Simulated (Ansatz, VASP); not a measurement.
## Two plane-wave programs on Rb3ClO

```
Rb Cl O
1.0
     5.27231    0.00000    0.00000
     0.00000    5.27231    0.00000
     0.00000    0.00000    5.27231
Rb Cl O
3 1 1
Cartesian
  0.0000 0.0000 2.6362
  0.0000 2.6362 0.0000
  2.6362 0.0000 0.0000
  2.6362 2.6362 2.6362
  0.0000 0.0000 0.0000
```

Alike in both runs: functional LDA; k mesh 6 × 6 × 6; occupations gaussian, width 0.02 eV; no spin polarisation.

Ansatz relaxed the structure, and its values are those at the end. VASP's run is a single point on that final structure, the one shown.

```csv
,VASP,Ansatz
version,VASP 6.6.1,Ansatz 0.2.0
potentials or method,"VASP PAW LDA potentials, release 64 (Rb_sv, Cl, O), cutoff 520 eV","scalar-relativistic, plane waves, PAW"
valence electrons in the cell,40,40
```

```tsv
	VASP	Ansatz	Ansatz less VASP
gap on the k mesh at the Fermi level (eV)	0.27	0.29	+0.018
least direct gap on the mesh (eV)	0.27	0.29	+0.018
pressure (GPa)	0.1	0.0	-0.15
```

LDA's correlation is that of Perdew and Zunger in VASP and of Perdew and Wang (1992) in Ansatz.
